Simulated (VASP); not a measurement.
Crystal: Se.

```xyz
2
Lattice="4.4405 0.0000 0.0000 -2.2202 3.8456 0.0000 0.0000 0.0000 4.8574" Properties=species:S:1:pos:R:3 pbc="T T T"
Se    0.0000    2.5637    0.0000
Se    2.2202    1.2819    0.0000
```

The cell was built from a structure type or drawn by symmetry, and may not be a known phase.

- Program: VASP 6.6.1
- Task: relaxation of cell and atoms
- Functional: PBE
- Potentials or basis: VASP PAW PBE potentials, release 64 (Se)
- Cutoff: 600 eV
- k mesh: 12 × 12 × 12
- Occupations: gaussian, width 0.1 eV
- Spin: no spin polarisation

At the start: pressure 0.6 GPa; volume 41.47 Å³/atom.

Where does the relaxation end?

Over 12 steps the energy falls by 3.7 meV/atom and the volume is 38.05 Å³/atom (-8.2 %); space group P6/mmm (No. 191, to 0.1 Å) before and after.

The path:
```tsv
step	energy change (eV)	largest force (eV/Å)	pressure (GPa)	volume (Å³)
1	0.0000	0.0000	0.65	82.94
2	-0.0036	0.0000	-0.35	84.97
3	-0.0046	0.0000	-0.03	84.32
4	-0.0046	0.0000	-0.04	84.35
5	-0.0046	0.0000	-0.05	84.26
6	-0.0048	0.0000	-0.06	84.01
7	-0.0050	0.0000	-0.05	83.49
8	-0.0055	0.0000	-0.05	82.46
9	-0.0065	0.0000	-0.06	80.39
10	-0.0073	0.0000	-0.06	76.25
11	-0.0042	0.0000	0.63	74.43
12	-0.0073	0.0000	0.00	76.10
```

Final structure:
```
CELL_PARAMETERS angstrom
4.47851 0.00000 0.00000
-2.23926 3.87850 0.00000
0.00000 0.00000 4.38128
ATOMIC_POSITIONS crystal
Se 0.33333 0.66667 0.00000
Se 0.66667 0.33333 0.00000
```

Caveat: this functional lacks dispersion, which binds the layers, so the pressure and a relaxed spacing across them are unreliable.
